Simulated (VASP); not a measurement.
# V (P6_3/mmc) in VASP: further runs

The runs below take V through relaxation of shape and atoms at fixed volume, with LDA.

Program: VASP 6.6.1. These are calculated values, not measurements. Logs are shortened: lines on timing, memory, paths and dates and some standing lists are left out, and cuts for length are marked.

**1. The cell of the first run**

It takes space group P6_3/mmc (No. 194, hexagonal). Conventional cell: a = 2.336 Å, b = 2.336 Å, c = 4.258 Å, α = 90.00°, β = 90.00°, γ = 120.00°. V (site symmetry -6m2) has 12 V at 2.34 to 2.52 Å within 3.1 Å.

**2. Relaxation of shape and atoms at fixed volume, LDA**

INCAR

```
  PREC = Accurate
  ENCUT = 600
  EDIFF = 1E-7
  ISMEAR = -1
  SIGMA = 0.08
  LREAL = F
  LASPH = T
  NELM = 80
  ALGO = Normal
  ISIF = 4
  LWAVE = F
  LCHARG = F
  GGA = CA
  IBRION = 2
  NSW = 50
  EDIFFG = -0.005
```

KPOINTS

```
regular mesh
0
Gamma
  18 18 10
```

POSCAR

```
V
1.0
    2.3359574762      0.0000000000      0.0000000000
   -1.1679787381      2.0229985165      0.0000000000
    0.0000000000      0.0000000000      4.2576870971
V
2
Direct
    0.3333333333      0.6666666667      0.2500000000
    0.6666666667      0.3333333333      0.7500000000
```

Potentials or basis: VASP PAW LDA potentials, release 64 (V_sv).

The run is started by

```
> cat potpaw_LDA.64/V_sv/POTCAR > POTCAR
> mpirun -np 1 vasp_std > vasp.out
```

OUTCAR:

```text
PREC = Accurate
   ENCUT = 600
   EDIFF = 1E-7
   ISMEAR = -1
   LREAL = F
   LASPH = T
   NELM = 80
   ISIF = 4
   GGA = CA
   IBRION = 2
   NSW = 50
   EDIFFG = -0.005

 ion  position               nearest neighbor table
   1  0.333  0.667  0.250-   2 2.52   2 2.52   2 2.52   2 2.52   2 2.52   2 2.52
   2  0.667  0.333  0.750-   1 2.52   1 2.52   1 2.52   1 2.52   1 2.52   1 2.52

  LATTYP: Found a hexagonal cell.
 ALAT       =     2.3359574762
 C/A-ratio  =     1.8226732038

  Lattice vectors:

 A1 = (   2.3359574762,   0.0000000000,   0.0000000000)
 A2 = (  -1.1679787381,   2.0229985165,   0.0000000000)
 A3 = (   0.0000000000,   0.0000000000,   4.2576870971)

Analysis of symmetry for initial positions (statically):
=====================================================================
 Subroutine PRICEL returns:
 Original cell was already a primitive cell.

 Routine SETGRP: Setting up the symmetry group for a
 hexagonal supercell.

 Subroutine GETGRP returns: Found 24 space group operations
 (whereof 12 operations were pure point group operations)
 out of a pool of 24 trial point group operations.

The static configuration has the point symmetry D_3d.
 The point group associated with its full space group is D_6h.

Analysis of symmetry for dynamics (positions and initial velocities):
=====================================================================
 Subroutine PRICEL returns:
 Original cell was already a primitive cell.

 Routine SETGRP: Setting up the symmetry group for a
 hexagonal supercell.

 Subroutine GETGRP returns: Found 24 space group operations
 (whereof 12 operations were pure point group operations)
 out of a pool of 24 trial point group operations.

The dynamic configuration has the point symmetry D_3d.
 The point group associated with its full space group is D_6h.

 Subroutine INISYM returns: Found 24 space group operations
 (whereof 12 operations are pure point group operations),
 and found     1 'primitive' translations

----------------------------------------------------------------------------------------

                                     Primitive cell

  volume of cell :      20.1203

  direct lattice vectors                    reciprocal lattice vectors
     2.335957476  0.000000000  0.000000000     0.428089985  0.247157868  0.000000000
[... 94 lines left out ...]
   POTIM  = 0.5000    time-step for ionic-motion
   TEBEG  =    0.0;   TEEND  =   0.0 temperature during run
   PSTRESS=    0.0 pullay stress
   NELECT =      26.0000    total number of electrons
   NUPDOWN=      -1.0000    fix difference up-down
   EMIN   =  10.00;   EMAX   =-10.00  energy-range for DOS
   EFERMI =   0.00;   METHOD = LEGACY
   ISMEAR =    -1;   SIGMA  =   0.08  broadening in eV -4-tet -1-fermi 0-gaus
   EFERMI_NEDOS =   21; number of points for ismear=-14 and -15
   IALGO  =     38    algorithm
   IMIX   =      4    mixing-type and parameters
     AMIX     =   0.40;   BMIX     =  1.00
     AMIX_MAG =   1.60;   BMIX_MAG =  1.00
  volume/ion in A,a.u.               =      10.06        67.89
  Fermi-wavevector in a.u.,A,eV,Ry     =   1.783150  3.369665 43.261408  3.179624
  Thomas-Fermi vector in A             =   2.847396
   LORBIT       =      0    0 simple, 1 ext, 2 COOP (PROOUT), +10 PAW based schemes
   GGA     = CA    functional components
   LHFCALC =     F    Hartree Fock is set to
   AEXX    =    0.0000 exact exchange contribution
   IVDW    =     0    specifies the selected vdW correction
   LEPSILON=     F    determine dielectric tensor
   LRPA    =     F    only Hartree local field effects (RPA)
 conjugate gradient relaxation of ions
 non-spin polarized calculation
  energy-cutoff  :      600.00
  volume of cell :       20.12
 maximum number of plane-waves:       688
 NGX is ok and might be reduce to    20
   NGX =  9   NGY =  9   NGZ = 17

--------------------------------------- Ionic step        1  -------------------------------------------

 number of electron      26.0000000 magnetization

 Free energy of the ion-electron system (eV)
  ---------------------------------------------------
  ext. energy  EPLUGINS =         0.00000000
  ---------------------------------------------------
  free energy    TOTEN  =       -18.21114240 eV

  energy without entropy =      -18.16110948  energy(sigma->0) =      -18.18612594

------------------------ aborting loop because EDIFF is reached ----------------------------------------

  FORCE on cell =-STRESS in cart. coord.  units (eV):
  Direction    XX          YY          ZZ          XY          YZ          ZX
  --------------------------------------------------------------------------------------
  -------------------------------------------------------------------------------------
  Total        9.8608221      9.8608221     10.0700256      0.0000000      0.0000000      0.0000000
  in kB      785.2165918    785.2165917    801.8754517      0.0000000      0.0000000      0.0000000
  external PRESSURE =     790.7695451 kB  Pullay stress =       0.0000000 kB
[... 59 lines left out ...]
--------------------------------------- Ionic step        3  -------------------------------------------

 number of electron      26.0000000 magnetization

 Free energy of the ion-electron system (eV)
  ---------------------------------------------------
  ext. energy  EPLUGINS =         0.00000000
  ---------------------------------------------------
  free energy    TOTEN  =       -18.21146098 eV

  energy without entropy =      -18.16127719  energy(sigma->0) =      -18.18636908

 E-fermi :  14.1198     XC(G=0): -14.8940

 val. band max:       14.1171800768   @ k =   0.3889   0.1111   0.3000
 cond. band min:      14.1291777755   @ k =   0.4444   0.0000   0.0000
 fundamental gap:      0.0119976988
 Fermi energy:        14.1198448271

 k-point     1 :       0.0000    0.0000    0.0000
  band No.  band energies     occupation
      1     -49.1724      2.00000
      2     -48.7833      2.00000
      3     -24.1117      2.00000
      4     -22.3368      2.00000
      5     -22.0172      2.00000
      6     -22.0172      2.00000
[... 457 lines left out ...]
      4     -23.9610      2.00000
      5     -23.1047      2.00000
      6     -22.7477      2.00000
[... 9 lines left out ...]
     16      18.0386      0.00000
     17      18.1813      0.00000

 [... further k-points ...]

------------------------ aborting loop because EDIFF is reached ----------------------------------------

  FORCE on cell =-STRESS in cart. coord.  units (eV):
  Direction    XX          YY          ZZ          XY          YZ          ZX
  --------------------------------------------------------------------------------------
  -------------------------------------------------------------------------------------
  Total        9.9280781      9.9280781      9.9296963      0.0000000      0.0000000      0.0000000
  in kB      790.5721791    790.5721790    790.7010358      0.0000000      0.0000000      0.0000000
  external PRESSURE =     790.6151313 kB  Pullay stress =       0.0000000 kB
[... 17 lines left out ...]
  FREE ENERGIE OF THE ION-ELECTRON SYSTEM (eV)
  ---------------------------------------------------
  free  energy   TOTEN  =       -18.2114609760 eV

  energy  without entropy=      -18.1612771919  energy(sigma->0) =      -18.18636908

 reached required accuracy - stopping structural energy minimisation
```

Run time: 86 s. Hardware: 1 thread of Intel Xeon Platinum 8488C (Sapphire Rapids), shared host; peak memory 0.19 GiB.

What came out:

```yaml
Free_energy: -18.2115 eV
Energy_gained_by_relaxing: 0.2 meV/atom
Ionic_steps: 3
Pressure_after_relaxing: 79.1 GPa
Band_gap_on_the_k_mesh: zero (band 13 reaches 16.36 eV, above the bottom of band 14 at 13.14 eV)
```

The path:
| step | energy change (eV) | largest force (eV/Å) | pressure (GPa) | volume (Å³) |
| --- | --- | --- | --- | --- |
| 1 | 0.0000 | 0.0000 | 79.08 | 20.12 |
| 2 | -0.0003 | 0.0000 | 79.06 | 20.12 |
| 3 | -0.0003 | 0.0000 | 79.06 | 20.12 |

Final structure:
```
V
1.0
     2.33244    0.00000    0.00000
    -1.16622    2.01996    0.00000
     0.00000    0.00000    4.27052
V
2
Direct
  0.33333 0.66667 0.25000
  0.66667 0.33333 0.75000
```

Levels at points of the mesh, in eV from the Fermi level:
```tsv
k point	band 11	band 12	band 13	band 14	band 15	band 16
(0.00, 0.00, 0.00)	-1.23	0.21	0.21	0.70	0.70	0.73
(0.50, 0.00, 0.00)	-3.80	-0.77	0.43	0.56	0.63	4.28
(0.00, 0.00, 0.50)	-1.60	-1.60	0.28	0.28	0.28	0.28
(0.50, 0.00, 0.50)	-3.00	-3.00	2.22	2.22	2.81	2.81
```

**3. Relaxation of shape and atoms at fixed volume, LDA**

This run uses another cell than the first one, of 11.35 Å³/atom, 1.128 times its volume.

INCAR

```
SYSTEM = V
ALGO = Normal
EDIFF = 1E-6
EDIFFG = -0.005
ENCUT = 600
GGA = CA
IBRION = 2
ISIF = 4
ISMEAR = -1
LASPH = .TRUE.
LCHARG = .FALSE.
LREAL = .FALSE.
LWAVE = .FALSE.
NELM = 60
NSW = 50
PREC = Accurate
SIGMA = 0.08
```

KPOINTS

```
k-points
0
G
  18 18 10
  0 0 0
```

POSCAR

```
V
1.0
    2.4317987026      0.0000000000      0.0000000000
   -1.2158993513      2.1059994533      0.0000000000
    0.0000000000      0.0000000000      4.4323743324
V
2
Direct
    0.3333333333      0.6666666667      0.2500000000
    0.6666666667      0.3333333333      0.7500000000
```

Potentials or basis: VASP PAW LDA potentials, release 64 (V_sv).

The run is started by

```
> cat potpaw_LDA.64/V_sv/POTCAR > POTCAR
> mpirun -np 1 vasp_std > vasp.out
```

OUTCAR:

```text
SYSTEM = V
   EDIFF = 1E-6
   EDIFFG = -0.005
   ENCUT = 600
   GGA = CA
   IBRION = 2
   ISIF = 4
   ISMEAR = -1
   LASPH = .TRUE.
   LREAL = .FALSE.
   NELM = 60
   NSW = 50
   PREC = Accurate

 ion  position               nearest neighbor table
   1  0.333  0.667  0.250-   2 2.62   2 2.62   2 2.62   2 2.62   2 2.62   2 2.62
   2  0.667  0.333  0.750-   1 2.62   1 2.62   1 2.62   1 2.62   1 2.62   1 2.62

  LATTYP: Found a hexagonal cell.
 ALAT       =     2.4317987026
 C/A-ratio  =     1.8226732039
[... 720 lines left out ...]

  FORCE on cell =-STRESS in cart. coord.  units (eV):
  Direction    XX          YY          ZZ          XY          YZ          ZX
  --------------------------------------------------------------------------------------
  -------------------------------------------------------------------------------------
  Total        4.6647786      4.6647786      4.6671354      0.0000000      0.0000000      0.0000000
  in kB      329.2450897    329.2450897    329.4114371      0.0000000      0.0000000      0.0000000
  external PRESSURE =     329.3005388 kB  Pullay stress =       0.0000000 kB

 VOLUME and BASIS-vectors are now :
 -----------------------------------------------------------------------------
  energy-cutoff  :      600.00
  volume of cell :       22.70
      direct lattice vectors                 reciprocal lattice vectors
     2.430601809 -0.000000000  0.000000000     0.411420742  0.237533876 -0.000000000
    -1.215300905  2.104962913  0.000000000     0.000000000  0.475067752 -0.000000000
     0.000000000  0.000000000  4.436740647    -0.000000000 -0.000000000  0.225390682

 POSITION                                       TOTAL-FORCE (eV/Angst)
 -----------------------------------------------------------------------------------
     -0.00000      1.40331      1.10919        -0.000000      0.000000      0.000000
      1.21530      0.70165      3.32756         0.000000     -0.000000      0.000000
 -----------------------------------------------------------------------------------
    total drift:                               -0.000000      0.000000     -0.000000

  FREE ENERGIE OF THE ION-ELECTRON SYSTEM (eV)
  ---------------------------------------------------
  free  energy   TOTEN  =       -19.0846478684 eV

  energy  without entropy=      -19.0263378646  energy(sigma->0) =      -19.05549287

 reached required accuracy - stopping structural energy minimisation
```

CONTCAR:

```text
V
   1.00000000000000
     2.4306018092626909   -0.0000000000000000    0.0000000000000000
    -1.2153009046313454    2.1049629132549481    0.0000000000000000
     0.0000000000000000    0.0000000000000000    4.4367406465301773
  V
     2
Direct
     0.3333333332999970    0.6666666667000030    0.2500000000000000
     0.6666666667000030    0.3333333332999970    0.7500000000000000

  0.00000000E+00  0.00000000E+00  0.00000000E+00
  0.00000000E+00  0.00000000E+00  0.00000000E+00
```

Wall time 61 s (1 thread of Intel Xeon Platinum 8488C (Sapphire Rapids), shared host); peak memory 0.19 GiB.

Results:

```
Free energy               : -19.0846 eV
Energy gained by relaxing : 0.0 meV/atom
Ionic steps               : 2
Pressure after relaxing   : 32.9 GPa
Band gap on the k mesh    : zero (band 13 reaches 14.23 eV, above the bottom of band 14 at 11.39 eV)
```

Final structure:
```
V
1.0
     2.43060    0.00000    0.00000
    -1.21530    2.10496    0.00000
     0.00000    0.00000    4.43674
V
2
Direct
  0.33333 0.66667 0.25000
  0.66667 0.33333 0.75000
```
